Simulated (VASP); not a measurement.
Here is a VASP 6.6.1 calculation.

Contents of INCAR:

```
PREC = Accurate ; ENCUT = 600
EDIFF = 1E-6 ; ISMEAR = -1
SIGMA = 0.1 ; LREAL = False
LASPH = True ; NELM = 100
ALGO = Normal ; ISIF = 3
LWAVE = False ; LCHARG = False
IBRION = 2 ; NSW = 100
EDIFFG = -0.002
```

File KPOINTS:

```
regular mesh
0
Gamma
  14 14 14
```

The input POSCAR:

```
YSe
1.0
    0.0000000000      2.8515000000      2.8515000000
    2.8515000000      0.0000000000      2.8515000000
    2.8515000000      2.8515000000      0.0000000000
Y Se
1 1
Direct
    0.5000000000      0.5000000000      0.5000000000
    0.0000000000      0.0000000000      0.0000000000
```

Potentials or basis: VASP PAW LDA potentials, release 64 (Y_sv, Se).

Launch:

```bash
$ cat potpaw_LDA.64/Y_sv/POTCAR potpaw_LDA.64/Se/POTCAR > POTCAR
$ mpirun -np 1 vasp_std > vasp.out
```

(1) Estimate the relaxed cell.

(2) Predict the relaxed volume.

Answers

(1) a = 3.993 Å, b = 3.993 Å, c = 3.993 Å, α = 60.00°, β = 60.00°, γ = 60.00°.

(2) 22.51 Å³/atom.
